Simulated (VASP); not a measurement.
Runs of VASP 6.6.1 on Cs. The structure is that of space group Fm-3m (No. 225), or close to it. The cells are those of the table. This isn't the form of Cs at room conditions, which is bcc.

```tsv
task	cell	k mesh	cutoff (eV)	gap on the mesh (eV)	pressure (GPa)	relaxed volume (Å³/atom)
relaxation of cell and atoms	relaxed from a = 5.371 Å, angles 60.0°, 1 atom	12 × 12 × 12	600	none	0.0	109.35
single point	a = 5.406 Å, angles 121.4, 121.4, 87.6°, 1 atom	14 × 14 × 14	500	none	0.0	-
relaxation of cell and atoms	relaxed from a = 5.406 Å, angles 121.4, 121.4, 87.6°, 1 atom	14 × 14 × 14	500	none	0.0	(a)
single point	a = 5.371 Å, angles 60.0°, 1 atom	12 × 12 × 12	520	none	0.0	-
```

Alike in all rows: level PBEsol; potentials or basis VASP PAW PBE potentials, release 64 (Cs_sv); no spin polarisation; smearing gaussian 0.1 eV.

Problem. Estimate the missing entries.

Solution. (a) 108.36.

Caveats: the PAW data sets were made with another functional, which shifts forces and pressure a little; spin-orbit coupling is left out, which moves the levels of the heavy elements.

A k mesh can miss the band edges, and the runs leave out spin-orbit coupling on Cs.

A gap of «none» marks levels without a gap at the run's occupations.
